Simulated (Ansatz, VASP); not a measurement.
## Sr2CuSO2: VASP beside Ansatz

```
Sr Cu S O
1.0
     3.84960    0.00000    0.00000
     0.00000    3.84960    0.00000
     0.00000    0.00000    6.78828
Sr Cu S O
2 1 1 2
Direct
  0.00000 0.00000 0.75084
  0.00000 0.00000 0.24916
  0.50000 0.50000 0.00000
  0.50000 0.50000 0.50000
  0.50000 0.00000 0.00000
  0.00000 0.50000 0.00000
```

Alike in both runs: task single point; functional PBE; k mesh 7 × 7 × 4; occupations fermi-dirac, width 0.05 eV; no spin polarisation.

|  | VASP | Ansatz |
| --- | --- | --- |
| version | VASP 6.6.1 | Ansatz 0.2.0 |
| potentials or method | VASP PAW PBE potentials, release 64 (Sr_sv, Cu_sv_GW, S, O) | Ansatz PAW |
| plane-wave cutoff (eV) | 820 | 420 |
| valence electrons in the cell | 57 | 57 |

VASP gave:

| Quantity | Value |
| --- | --- |
| gap on the k mesh at the Fermi level (eV) | none |
| pressure (GPa) | 3.8 |
| traceless stress, the component that is largest in VASP (GPa) | -0.93 |
| rms of the force components (eV/Å) | 0.062 |

Q: Which values does Ansatz return?

A: gap on the k mesh at the Fermi level (eV): none; pressure (GPa): 3.6; traceless stress, the component that is largest in VASP (GPa): -0.99; rms of the force components (eV/Å): 0.042.

Atom by atom the forces differ by 0.020 eV/Å (rms over components). A gap of «none» marks a metal or a gap that the smearing closes.
